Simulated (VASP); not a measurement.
ZnS:

```
Zn S
1.0
     3.74466    0.00000    0.00000
    -1.87233    3.24297    0.00000
     0.00000    0.00000   12.26442
Zn S
4 4
Direct
  0.66667 0.33333 0.75000
  0.33333 0.66667 0.25000
  0.00000 0.00000 0.50000
  0.00000 0.00000 0.00000
  0.66667 0.33333 0.93750
  0.33333 0.66667 0.43750
  0.00000 0.00000 0.68750
  0.00000 0.00000 0.18750
```

Base run:

```yaml
Program: VASP 6.6.1
Functional: PBEsol
Potentials_or_basis: VASP PAW PBE potentials, release 64 (Zn, S)
Cutoff: 520 eV
k_mesh: 8 × 8 × 3
Occupations: fermi-dirac, width 0.05 eV
Spin: no spin polarisation
```

Its results: band gap on the k mesh 2.27 eV; pressure 2.9 GPa; largest force 0.057 eV/Å.

Question: After a change of settings the same cell gave: band gap on the k mesh 2.58 eV; pressure 9.6 GPa; largest force 0.060 eV/Å. Which change was it?
A. functional from PBEsol to PBE
B. functional from PBEsol to r2SCAN
C. functional from PBEsol to RPBE

Answer: C.

RPBE binds less tightly than PBEsol, so the same cell stands under more pressure.

Caveats: the PAW data sets were made with another functional, which shifts forces and pressure a little; an odd mesh through Γ misses points on the zone boundary, where band edges can lie; the cell stands under pressure (at least some runs).
